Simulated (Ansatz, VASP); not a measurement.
One calculation of In, two programs

Contents of INCAR:

```
SYSTEM = In
ALGO     = Normal         ! electronic algorithm
EDIFF    = 1E-7           ! SCF threshold, eV
ENCUT    = 520            ! plane-wave cutoff, eV
GGA      = PE             ! functional
ISIF     = 2              ! what is computed and relaxed
ISMEAR   = -1             ! smearing method
LASPH    = .True.         ! aspherical terms in the spheres
LCHARG   = .False.        ! write CHGCAR
LREAL    = .False.        ! projectors in reciprocal space
LWAVE    = .False.        ! write WAVECAR
NBANDS   = 12             ! bands
NELM     = 80             ! most SCF steps
PREC     = Accurate       ! precision mode
SIGMA    = 0.1            ! smearing width, eV
```

File KPOINTS:

```
k-points
0
Gamma
  19 19 19
  0 0 0
```

The input POSCAR:

```
In
1.0
    0.0000000000      2.2943999640      2.2943999640
    2.2943999640      0.0000000000      2.2943999640
    2.2943999640      2.2943999640      0.0000000000
In
1
Direct
    0.0000000000      0.0000000000      0.0000000000
```

Input for Ansatz:

```yaml
crystal:
  lattice:
    - [0.0, 2.294399964, 2.294399964]
    - [2.294399964, 0.0, 2.294399964]
    - [2.294399964, 2.294399964, 0.0]
  atoms:
    - { symbol: In, position: [0.0, 0.0, 0.0] }
hamiltonian:
  xc: pbe
  pseudopotentials:
    kind: paw
    azcp:
      In: "pseudopotentials/In.paw.azcp"
basis:
  ecutwfc: 420
  fft_grid_basis: typed
kpoints:
  mp_grid: { grid: [19, 19, 19], shift: [0, 0, 0] }
magnetization:
  spin_polarized: false
scf:
  occupations: { method: fermi_dirac, width: 0.1 }
output:
  stress: true
```

Alike in both runs: task single point; functional PBE; k mesh 19 × 19 × 19; occupations fermi-dirac, width 0.1 eV; no spin polarisation.

|  | VASP | Ansatz |
| --- | --- | --- |
| version | VASP 6.6.1 | Ansatz 0.2.0 |
| potentials or method | VASP PAW PBE potentials, release 64 (In_d), cutoff 520 eV | plane waves (420 eV) with PAW, scalar-relativistic |
| valence electrons in the cell | 13 | 13 |

```csv
,VASP,Ansatz,Ansatz less VASP
pressure (GPa),6.4,6.4,+0.04
```
